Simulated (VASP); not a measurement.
# BaTiO3: single point with PBE

BaTiO3:

```xyz
5
Lattice="3.9457 0.0000 0.0000 0.0000 3.9457 0.0000 0.0000 0.0000 3.9637" Properties=species:S:1:pos:R:3 pbc="T T T"
Ba    0.0000    0.0000    0.0000
Ti    1.9729    1.9729    1.9422
O     0.0000    1.9729    2.0492
O     1.9729    0.0000    2.0492
O     1.9729    1.9729    0.0753
```

- Program: VASP 6.6.1
- Task: single point
- Functional: PBE
- Potentials or basis: VASP PAW PBE potentials, release 64 (Ba_sv, Ti_sv, O_h)
- Cutoff: 910 eV
- k mesh: 7 × 7 × 7
- Occupations: fermi-dirac, width 0.05 eV
- Spin: no spin polarisation

```yaml
Pressure: 11.8 GPa
Largest_force: 0.122 eV/Å
Band_gap_on_the_k_mesh: 1.96 eV (least direct gap 2.11 eV)
```

Forces in eV/Å, atoms in the order of the input:
```
Ba   0.000  0.000  0.122
Ti   0.000  0.000  0.063
O    0.000  0.000 -0.107
O    0.000  0.000 -0.107
O    0.000  0.000  0.029
```

Stress tensor (GPa, compression positive):
```
11.49  0.00  0.00
 0.00 11.49  0.00
 0.00  0.00 12.42
```

Levels at points of the mesh, in eV from the valence-band top:
```tsv
k point	band 17	band 18	band 19	band 20	band 21	band 22	band 23	band 24
(0.00, 0.00, 0.00)	-1.10	-0.17	-0.16	-0.16	1.96	2.19	2.19	4.36
```

Wall time 2.4 min on 1 thread of Intel(R) Xeon(R) Platinum 8259CL CPU @ 2.50GHz (Skylake/Cascade Lake) (shared host), peak memory 0.35 GiB.

Caveat: the cutoff is under 1.25 times the usual one of these potentials, so pressure, stress and relaxed cells hold a basis-set (Pulay) error; the cell stands under pressure; spin-orbit coupling is left out, which moves the levels of the heavy elements; an odd mesh through Γ misses points on the zone boundary, where band edges can lie.
